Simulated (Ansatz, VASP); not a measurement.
**One calculation of Ag4F3, two programs**

```
Ag F
1.0
     5.01628    0.00000    0.00000
     0.00000    5.01628    0.00000
     0.00000    0.00000    5.01628
Ag F
4 3
Direct
  0.69971 0.69971 0.69971
  0.30029 0.30029 0.69971
  0.30029 0.69971 0.30029
  0.69971 0.30029 0.30029
  0.00000 0.00000 0.50000
  0.50000 0.00000 0.00000
  0.00000 0.50000 0.00000
```

Change from the starting cell: relaxed end of: species swapped into the Ge3As4 type (P-43m, No. 215).

Alike in both runs: task relaxation of cell and atoms; functional PBE; k mesh 8 × 8 × 8; occupations gaussian, width 0.1 eV; no spin polarisation.

|  | VASP | Ansatz |
| --- | --- | --- |
| version | VASP 6.6.1 | Ansatz 0.2.0 |
| potentials or method | VASP PAW PBE potentials, release 64 (Ag, F), cutoff 600 eV | scalar-relativistic, plane waves, PAW |
| valence electrons in the cell | 65 | 97 |

|  | VASP | Ansatz | Ansatz less VASP |
| --- | --- | --- | --- |
| gap on the k mesh at the Fermi level, each at its own relaxed structure (eV) | none | none | - |
| relaxed volume (Å³/atom) | 17.95 | 18.03 | +0.084 |
| relaxed cell length with the largest relative difference (Å) | 5.008 | 5.016 | +0.0078 |

A gap of «none» marks a metal or a gap that the smearing closes. VASP's potentials hold 65 valence electrons a cell and Ansatz's 97, so a difference there can come from the potentials and not from the codes.
